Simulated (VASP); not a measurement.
# AlN (F-43m) in VASP: further runs

AlN is run at these levels: PBE; tasks: vibrations by perturbation theory.

All numbers are computed with VASP 6.6.1; they aren't measurements. Logs are shortened: lines on timing, memory, paths and dates and some standing lists are left out, and cuts for length are marked.

### 1 The cell of the first run

It takes space group F-43m (No. 216, cubic). Conventional cell: a = 4.403 Å, b = 4.403 Å, c = 4.403 Å, α = 90.00°, β = 90.00°, γ = 90.00°. Within 2.5 Å of Al (site symmetry -43m) lie 4 N at 1.91 Å. Within 2.5 Å of N (site symmetry -43m) lie 4 Al at 1.91 Å.

### 2 Vibrations by perturbation theory, PBE

Contents of INCAR:

```
SYSTEM = AlN
PREC     = Accurate       ! precision mode
ENCUT    = 520            ! plane-wave cutoff, eV
EDIFF    = 1E-8           ! SCF threshold, eV
ISMEAR   = 0              ! smearing method
SIGMA    = 0.01           ! smearing width, eV
LREAL    = .False.        ! projectors in reciprocal space
LASPH    = .True.         ! aspherical terms in the spheres
NELM     = 80             ! most SCF steps
ALGO     = Normal         ! electronic algorithm
ISIF     = 2              ! what is computed and relaxed
LWAVE    = .False.        ! write WAVECAR
LCHARG   = .True.         ! write CHGCAR
GGA      = PE             ! functional
IBRION   = 8              ! ionic algorithm
NSW      = 1              ! ionic steps
LEPSILON = .True.         ! dielectric tensor by DFPT
```

Contents of KPOINTS:

```
regular mesh
0
Gamma
  10 10 10
  0 0 0
```

Contents of POSCAR:

```
AlN
1.0
    0.0000000000      2.2015871026      2.2015871026
    2.2015871026      0.0000000000      2.2015871026
    2.2015871026      2.2015871026      0.0000000000
Al N
1 1
Direct
    0.0000000000      0.0000000000      0.0000000000
    0.7500000000      0.7500000000      0.7500000000
```

Potentials or basis: VASP PAW PBE potentials, release 64 (Al, N).

Command:

```sh
$ cat potpaw_PBE.64/Al/POTCAR potpaw_PBE.64/N/POTCAR > POTCAR
$ mpirun -np 1 vasp_std > vasp.out
```

OUTCAR:

```text
SYSTEM = AlN
   PREC = Accurate
   ENCUT = 520
   EDIFF = 1E-8
   ISMEAR = 0
   LREAL = .False.
   LASPH = .True.
   NELM = 80
   ISIF = 2
   GGA = PE
   IBRION = 8
   NSW = 1
   LEPSILON = .True.

 ion  position               nearest neighbor table
   1  0.000  0.000  0.000-   2 1.91   2 1.91   2 1.91   2 1.91
   2  0.750  0.750  0.750-   1 1.91   1 1.91   1 1.91   1 1.91

  LATTYP: Found a face centered cubic cell.
 ALAT       =     4.4031742052

  Lattice vectors:

 A1 = (   0.0000000000,   2.2015871026,   2.2015871026)
 A2 = (   2.2015871026,   0.0000000000,   2.2015871026)
 A3 = (   2.2015871026,   2.2015871026,   0.0000000000)

Analysis of symmetry for initial positions (statically):
=====================================================================
 Subroutine PRICEL returns:
 Original cell was already a primitive cell.

 Routine SETGRP: Setting up the symmetry group for a
 face centered cubic supercell.

 Subroutine GETGRP returns: Found 24 space group operations
 (whereof 24 operations were pure point group operations)
 out of a pool of 48 trial point group operations.

The static configuration has the point symmetry T_d .

Analysis of symmetry for dynamics (positions and initial velocities):
=====================================================================
 Subroutine PRICEL returns:
 Original cell was already a primitive cell.

 Routine SETGRP: Setting up the symmetry group for a
 face centered cubic supercell.

 Subroutine GETGRP returns: Found 24 space group operations
 (whereof 24 operations were pure point group operations)
 out of a pool of 48 trial point group operations.

The dynamic configuration has the point symmetry T_d .

 Subroutine INISYM returns: Found 24 space group operations
 (whereof 24 operations are pure point group operations),
 and found     1 'primitive' translations

----------------------------------------------------------------------------------------

                                     Primitive cell

  volume of cell :      21.3421

  direct lattice vectors                    reciprocal lattice vectors
     0.000000000  2.201587103  2.201587103    -0.227108889  0.227108889  0.227108889
     2.201587103  0.000000000  2.201587103     0.227108889 -0.227108889  0.227108889
     2.201587103  2.201587103  0.000000000     0.227108889  0.227108889 -0.227108889

  length of vectors
     3.113514339  3.113514339  3.113514339     0.393364134  0.393364134  0.393364134

  position of ions in fractional coordinates (direct lattice)
     0.000000000  0.000000000  0.000000000
     0.750000000  0.750000000  0.750000000

  ion indices of the primitive-cell ions
   primitive index   ion index
                 1           1
                 2           2

----------------------------------------------------------------------------------------

 KPOINTS: regular mesh

Automatic generation of k-mesh.
 Grid dimensions read from file:
 generate k-points for:   10   10   10

 Generating k-lattice:

  Cartesian coordinates                     Fractional coordinates (reciprocal lattice)
[... 413 lines left out ...]
  ---------------------------------------------------
  ---------------------------------------------------
  free energy    TOTEN  =        -0.23563472 eV

  energy without entropy =       -0.23563472

------------------------ aborting loop because EDIFF is reached ----------------------------------------

--------------------------------------- Ionic step        2  -------------------------------------------

------------------------ aborting loop because EDIFF is reached ----------------------------------------

--------------------------------------- Ionic step        3  -------------------------------------------

------------------------ aborting loop because EDIFF is reached ----------------------------------------

 PIEZOELECTRIC TENSOR FIELD DIRECTION 3  (e Angst)
 -----------------------------------------------------------------------------
    -0.00043  0.84195  0.00000           ( -0.00000  0.00434  0.00000)
     0.84195 -0.00043  0.00000           (  0.00434 -0.00000  0.00000)
     0.00000  0.00000  0.00047           (  0.00000  0.00000 -0.00000)

 PIEZOELECTRIC TENSOR FIELD DIRECTION 3  (C/m^2)
 -----------------------------------------------------------------------------
    -0.00032  0.63206  0.00000
     0.63206 -0.00032  0.00000
     0.00000  0.00000  0.00035

--------------------------------------- Ionic step        4  -------------------------------------------

------------------------ aborting loop because EDIFF is reached ----------------------------------------

[... ionic steps 5 to 6 ...]

--------------------------------------- Ionic step        7  -------------------------------------------

 Free energy of the ion-electron system (eV)
  ---------------------------------------------------
  ---------------------------------------------------
  free energy    TOTEN  =        -0.23815427 eV

  energy without entropy =       -0.23815427

------------------------ aborting loop because EDIFF is reached ----------------------------------------

 INTERNAL STRAIN TENSOR  FOR ION    2  DIRECTION 1   (eV/Angst):
 -----------------------------------------------------------------------------
     0.00008  0.00000  0.00000
     0.00000  0.00025  7.98633
     0.00000  7.98633  0.00025

 MACROSCOPIC STATIC DIELECTRIC TENSOR (including local field effects in DFT)
 ------------------------------------------------------
           4.623435    -0.000000    -0.000000
          -0.000000     4.623435    -0.000000
           0.000000    -0.000000     4.623435
 ------------------------------------------------------

 PIEZOELECTRIC TENSOR (including local field effects)  for field in x, y, z        (e  Angst)
          XX          YY          ZZ          XY          YZ          ZX
  --------------------------------------------------------------------------------
  x     0.00000    -0.00000     0.00000     0.00000     0.84166     0.00000
  y     0.00000    -0.00000     0.00000     0.00000     0.00000     0.84166
  z     0.00000     0.00000     0.00000     0.84166     0.00000     0.00000

 PIEZOELECTRIC TENSOR (including local field effects)  for field in x, y, z        (C/m^2)
          XX          YY          ZZ          XY          YZ          ZX
  --------------------------------------------------------------------------------
  x     0.00000    -0.00000     0.00000     0.00000     0.63184     0.00000
  y     0.00000    -0.00000     0.00000     0.00000     0.00000     0.63184
  z     0.00000     0.00000     0.00000     0.63184     0.00000     0.00000

 BORN EFFECTIVE CHARGES (including local field effects) (in |e|, cummulative output)
 ---------------------------------------------------------------------------------
 ion    1
    1     2.53744     0.00000     0.00000
    2    -0.00000     2.53744     0.00000
    3     0.00000    -0.00000     2.53744
 ion    2
    1    -2.53744    -0.00000    -0.00000
    2     0.00000    -2.53744    -0.00000
    3    -0.00000     0.00000    -2.53744

 INTERNAL STRAIN TENSOR FOR ION    2 for displacements in x,y,z  (eV/Angst):
          X           Y           Z          XY          YZ          ZX
  --------------------------------------------------------------------------------
  x    -0.00000    -0.00000    -0.00000     0.00000     7.98633     0.00000
  y    -0.00000     0.00000    -0.00000     0.00000     0.00000     7.98633
  z    -0.00000    -0.00000    -0.00000     7.98633     0.00000     0.00000

 SECOND DERIVATIVES (NOT SYMMETRIZED)
 ------------------------------------
               1X          1Y          1Z          2X          2Y          2Z
  1X   -13.693171    0.000000    0.000000   13.693171    0.000000    0.000000
  1Y     0.000000  -13.693171    0.000000    0.000000   13.693171    0.000000
  1Z     0.000000    0.000000  -13.693171    0.000000    0.000000   13.693171
  2X    13.691682    0.000000    0.000000  -13.691682    0.000000    0.000000
  2Y     0.000000   13.691682    0.000000    0.000000  -13.691682    0.000000
  2Z     0.000000    0.000000   13.691682    0.000000    0.000000  -13.691682

 Eigenvectors and eigenvalues of the dynamical matrix
 ----------------------------------------------------

   1 f  =   19.053520 THz   119.716798 2PiTHz  635.557020 cm-1    78.798992 meV
             X         Y         Z           dx          dy          dz
      0.000000  0.000000  0.000000     0.000000    0.584519    0.000000
      3.302381  3.302381  3.302381     0.000000   -0.811380    0.000000
[... 21 lines left out ...]
   6 f/i=    0.000491 THz     0.003086 2PiTHz    0.016384 cm-1     0.002031 meV
             X         Y         Z           dx          dy          dz
      0.000000  0.000000  0.000000     0.000000    0.000000    0.811380
      3.302381  3.302381  3.302381     0.000000    0.000000    0.584519

--------------------------------------------------------------------------------------------------------

 MACROSCOPIC STATIC DIELECTRIC TENSOR IONIC CONTRIBUTION
 ------------------------------------------------------
           3.986939     0.000000     0.000000
           0.000000     3.986939    -0.000000
           0.000000    -0.000000     3.986939
 ------------------------------------------------------

 ELASTIC MODULI CONTR FROM IONIC RELAXATION (kBar)
 Direction    XX          YY          ZZ          XY          YZ          ZX
 --------------------------------------------------------------------------------
 XX          -0.0000      0.0000      0.0000      0.0000     -0.0000     -0.0000
 YY           0.0000     -0.0000      0.0000      0.0000      0.0000      0.0000
 ZZ           0.0000      0.0000     -0.0000     -0.0000      0.0000     -0.0000
 XY           0.0000      0.0000     -0.0000   -327.0983      0.0000      0.0000
 YZ          -0.0000      0.0000      0.0000      0.0000   -327.0983      0.0000
 ZX          -0.0000      0.0000     -0.0000      0.0000      0.0000   -327.0983
 --------------------------------------------------------------------------------

 PIEZOELECTRIC TENSOR IONIC CONTR  for field in x, y, z        (C/m^2)
          XX          YY          ZZ          XY          YZ          ZX
  --------------------------------------------------------------------------------
  x    -0.00000     0.00000     0.00000    -0.00000    -1.07456    -0.00000
  y    -0.00000     0.00000    -0.00000     0.00000     0.00000    -1.07456
  z     0.00000     0.00000    -0.00000    -1.07456    -0.00000     0.00000
```

It took 5.5 min on 1 thread of AMD EPYC 7R43 (Zen 3), shared host; peak memory 0.16 GiB.

Results:

- Electronic dielectric tensor (diagonal): 4.62
- Born charges (mean of the diagonal): Al +2.54; N -2.54 e
- Highest phonon frequency at Γ, LO-TO splitting left out: 636 cm⁻¹

Phonon frequencies in cm⁻¹ (negative: imaginary):
```tsv
q point	frequencies
(0.000, 0.000, 0.000)	0 0 0 636 636 636
```

Electronic dielectric tensor:
```
4.62 0.00 0.00
0.00 4.62 0.00
0.00 0.00 4.62
```

Born effective charge tensors (e):
atom 1, Al
```
2.54 0.00 0.00
0.00 2.54 0.00
0.00 0.00 2.54
```
atom 2, N
```
-2.54  0.00  0.00
 0.00 -2.54  0.00
 0.00  0.00 -2.54
```

### 3 Vibrations by perturbation theory, PBE

This run uses another cell than the first one, of 10.62 Å³/atom, 0.995 times its volume.

Contents of INCAR:

```
SYSTEM = AlN
PREC = Accurate
ENCUT = 520
EDIFF = 1E-8
ISMEAR = 0
SIGMA = 0.01
LREAL = .False.
LASPH = .True.
NELM = 60
ALGO = Normal
ISIF = 2
LWAVE = .False.
LCHARG = .False.
GGA = PE
IBRION = 8
NSW = 1
LEPSILON = .True.
```

Contents of KPOINTS:

```
Automatic mesh
0
Gamma
  10 10 10
  0 0 0
```

Contents of POSCAR:

```
AlN
1.0
    0.0000000000      2.1978287003      2.1978287003
    2.1978287003      0.0000000000      2.1978287003
    2.1978287003      2.1978287003      0.0000000000
Al N
1 1
Direct
    0.0000000000      0.0000000000      0.0000000000
    0.7500000000      0.7500000000      0.7500000000
```

Potentials or basis: VASP PAW PBE potentials, release 64 (Al, N).

Command:

```sh
$ cat potpaw_PBE.64/Al/POTCAR potpaw_PBE.64/N/POTCAR > POTCAR
$ mpirun -np 1 vasp_std > vasp.out
```

OUTCAR:

```text
SYSTEM = AlN
   PREC = Accurate
   ENCUT = 520
   EDIFF = 1E-8
   ISMEAR = 0
   LREAL = .False.
   LASPH = .True.
   NELM = 60
   ISIF = 2
   GGA = PE
   IBRION = 8
   NSW = 1
   LEPSILON = .True.

 ion  position               nearest neighbor table
   1  0.000  0.000  0.000-   2 1.90   2 1.90   2 1.90   2 1.90
   2  0.750  0.750  0.750-   1 1.90   1 1.90   1 1.90   1 1.90

  LATTYP: Found a face centered cubic cell.
 ALAT       =     4.3956574006

  Lattice vectors:

 A1 = (   0.0000000000,   2.1978287003,   2.1978287003)
 A2 = (   2.1978287003,   0.0000000000,   2.1978287003)
 A3 = (   2.1978287003,   2.1978287003,   0.0000000000)

Analysis of symmetry for initial positions (statically):
=====================================================================
 Subroutine PRICEL returns:
 Original cell was already a primitive cell.

 Routine SETGRP: Setting up the symmetry group for a
 face centered cubic supercell.

 Subroutine GETGRP returns: Found 24 space group operations
 (whereof 24 operations were pure point group operations)
 out of a pool of 48 trial point group operations.

The static configuration has the point symmetry T_d .

Analysis of symmetry for dynamics (positions and initial velocities):
=====================================================================
 Subroutine PRICEL returns:
 Original cell was already a primitive cell.

 Routine SETGRP: Setting up the symmetry group for a
 face centered cubic supercell.
[... 522 lines left out ...]

 PIEZOELECTRIC TENSOR (including local field effects)  for field in x, y, z        (C/m^2)
          XX          YY          ZZ          XY          YZ          ZX
  --------------------------------------------------------------------------------
  x    -0.00000    -0.00000    -0.00000     0.00000     0.62967     0.00000
  y     0.00000    -0.00000     0.00000     0.00000     0.00000     0.62967
  z    -0.00000    -0.00000     0.00000     0.62967     0.00000     0.00000

 BORN EFFECTIVE CHARGES (including local field effects) (in |e|, cummulative output)
 ---------------------------------------------------------------------------------
 ion    1
    1     2.53671    -0.00000     0.00000
    2     0.00000     2.53671     0.00000
    3    -0.00000    -0.00000     2.53671
 ion    2
    1    -2.53671     0.00000     0.00000
    2    -0.00000    -2.53671    -0.00000
    3     0.00000     0.00000    -2.53671

 INTERNAL STRAIN TENSOR FOR ION    2 for displacements in x,y,z  (eV/Angst):
          X           Y           Z          XY          YZ          ZX
  --------------------------------------------------------------------------------
  x     0.00000     0.00000    -0.00000     0.00000     8.25278     0.00000
  y     0.00000    -0.00000    -0.00000     0.00000     0.00000     8.25278
  z     0.00000    -0.00000     0.00000     8.25278     0.00000     0.00000

 SECOND DERIVATIVES (NOT SYMMETRIZED)
 ------------------------------------
               1X          1Y          1Z          2X          2Y          2Z
  1X   -13.899392    0.000000    0.000000   13.899392    0.000000    0.000000
  1Y     0.000000  -13.899392    0.000000    0.000000   13.899392    0.000000
  1Z     0.000000    0.000000  -13.899392    0.000000    0.000000   13.899392
  2X    13.895513    0.000000    0.000000  -13.895513    0.000000    0.000000
  2Y     0.000000   13.895513    0.000000    0.000000  -13.895513    0.000000
  2Z     0.000000    0.000000   13.895513    0.000000    0.000000  -13.895513

 Eigenvectors and eigenvalues of the dynamical matrix
 ----------------------------------------------------

   1 f  =   19.195382 THz   120.608141 2PiTHz  640.289017 cm-1    79.385685 meV
             X         Y         Z           dx          dy          dz
      0.000000  0.000000  0.000000     0.000000    0.584552    0.000000
      3.296743  3.296743  3.296743     0.000000   -0.811357    0.000000
[... 21 lines left out ...]
   6 f/i=    0.001270 THz     0.007982 2PiTHz    0.042376 cm-1     0.005254 meV
             X         Y         Z           dx          dy          dz
      0.000000  0.000000  0.000000     0.000000    0.000000    0.811357
      3.296743  3.296743  3.296743     0.000000    0.000000    0.584552

--------------------------------------------------------------------------------------------------------

 MACROSCOPIC STATIC DIELECTRIC TENSOR IONIC CONTRIBUTION
 ------------------------------------------------------
           3.946042    -0.000000    -0.000000
          -0.000000     3.946042     0.000000
          -0.000000     0.000000     3.946042
 ------------------------------------------------------

 ELASTIC MODULI CONTR FROM IONIC RELAXATION (kBar)
 Direction    XX          YY          ZZ          XY          YZ          ZX
 --------------------------------------------------------------------------------
 XX          -0.0000     -0.0000      0.0000     -0.0000     -0.0000      0.0000
 YY          -0.0000     -0.0000      0.0000      0.0000      0.0000      0.0000
 ZZ           0.0000      0.0000     -0.0000     -0.0000      0.0000     -0.0000
 XY          -0.0000      0.0000     -0.0000   -346.5129      0.0000      0.0000
 YZ          -0.0000      0.0000      0.0000      0.0000   -346.5129      0.0000
 ZX           0.0000      0.0000     -0.0000      0.0000      0.0000   -346.5129
 --------------------------------------------------------------------------------

 PIEZOELECTRIC TENSOR IONIC CONTR  for field in x, y, z        (C/m^2)
          XX          YY          ZZ          XY          YZ          ZX
  --------------------------------------------------------------------------------
  x    -0.00000     0.00000     0.00000     0.00000    -1.10030     0.00000
  y     0.00000     0.00000    -0.00000    -0.00000    -0.00000    -1.10030
  z    -0.00000     0.00000    -0.00000    -1.10030     0.00000     0.00000
```

It took 3.5 min on 1 thread of Intel Xeon 8259CL, shared host; peak memory 0.2 GiB.

Results:

```
Electronic dielectric tensor (diagonal)                 : 4.61
Born charges (mean of the diagonal)                     : Al +2.54; N -2.54 e
Highest phonon frequency at Γ, LO-TO splitting left out : 640 cm⁻¹
```

Phonon frequencies in cm⁻¹ (negative: imaginary):
| q point | frequencies |
| --- | --- |
| (0.000, 0.000, 0.000) | 0 0 0 640 640 640 |

Electronic dielectric tensor:
```
4.61 0.00 0.00
0.00 4.61 0.00
0.00 0.00 4.61
```

Born effective charge tensors (e):
atom 1, Al
```
2.54 0.00 0.00
0.00 2.54 0.00
0.00 0.00 2.54
```
atom 2, N
```
-2.54  0.00  0.00
 0.00 -2.54  0.00
 0.00  0.00 -2.54
```

[end of part 1 of 2]
